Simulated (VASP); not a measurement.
A run of VASP 6.6.1:

INCAR

```
PREC = Accurate
ENCUT = 520
EDIFF = 1E-6
ISMEAR = -1
SIGMA = 0.05
LREAL = False
LASPH = True
NELM = 80
ALGO = Normal
ISIF = 2
LWAVE = False
LCHARG = True
GGA = PS
LELF = True
LVHAR = True
NBANDS = 12
```

File KPOINTS:

```
regular mesh
0
Gamma
  12 12 12
```

The input POSCAR:

```
Zn
1.0
    0.0000000000      1.9647760000      1.9647760000
    1.9647760000      0.0000000000      1.9647760000
    1.9647760000      1.9647760000      0.0000000000
Zn
1
Direct
    0.0000000000      0.0000000000      0.0000000000
```

Potentials or basis: VASP PAW PBE potentials, release 64 (Zn).

The run is started by

```console
$ cat potpaw_PBE.64/Zn/POTCAR > POTCAR
$ mpirun -np 1 vasp_std > vasp.out
```

Hardware: 1 thread of Intel(R) Xeon(R) 6975P-C (Granite Rapids), with other jobs on the host.

**Question.** How long does it take, and how much memory?

**Answer.** Run time: 4.6 s on 1 thread of Intel(R) Xeon(R) 6975P-C (Granite Rapids), on a shared host, peak memory 0.14 GiB. Counts: scf iterations 11, k points 72.
